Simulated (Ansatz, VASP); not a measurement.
**GaSb3 in VASP and in Ansatz**

```xyz
4
Lattice="-0.0484 3.6220 3.2236 3.5736 0.0000 3.1752 3.6220 3.6220 -0.0484" Properties=species:S:1:pos:R:3 pbc="T T T"
Ga    0.0000    0.0000    0.0000
Sb    1.7868    1.8110    1.5876
Sb    5.3605    5.4330    4.7628
Sb    3.5736    3.6220    3.1752
```

Change from the starting cell: engineering shear strain xz -0.0267, normal strain along z -0.1100.

Alike in both runs: task single point; functional LDA; k mesh 10 × 10 × 10; occupations gaussian, width 0.15 eV; no spin polarisation.

|  | VASP | Ansatz |
| --- | --- | --- |
| version | VASP 6.6.1 | Ansatz 0.2.0 |
| potentials or method | VASP PAW LDA potentials, release 64 (Ga_d, Sb), cutoff 520 eV | scalar-relativistic, plane waves, PAW |
| valence electrons in the cell | 28 | 58 |

|  | VASP | Ansatz | Ansatz less VASP |
| --- | --- | --- | --- |
| gap on the k mesh at the Fermi level (eV) | none | none | - |
| pressure (GPa) | 11.5 | 11.1 | -0.37 |
| traceless stress, the component that is largest in VASP (GPa) | 1.63 | 1.54 | -0.086 |
| rms of the force components (eV/Å) | 0.048 | 0.047 | -0.0014 |

Ansatz warns that its potentials were made for another functional, while VASP's fit it. LDA's correlation is that of Perdew and Zunger in VASP and of Perdew and Wang (1992) in Ansatz. Atom by atom the forces differ by 0.001 eV/Å (rms over components). A gap of «none» marks a metal or a gap that the smearing closes. VASP's potentials hold 28 valence electrons a cell and Ansatz's 58, so a difference there can come from the potentials and not from the codes.

Neither program's run includes spin-orbit coupling.
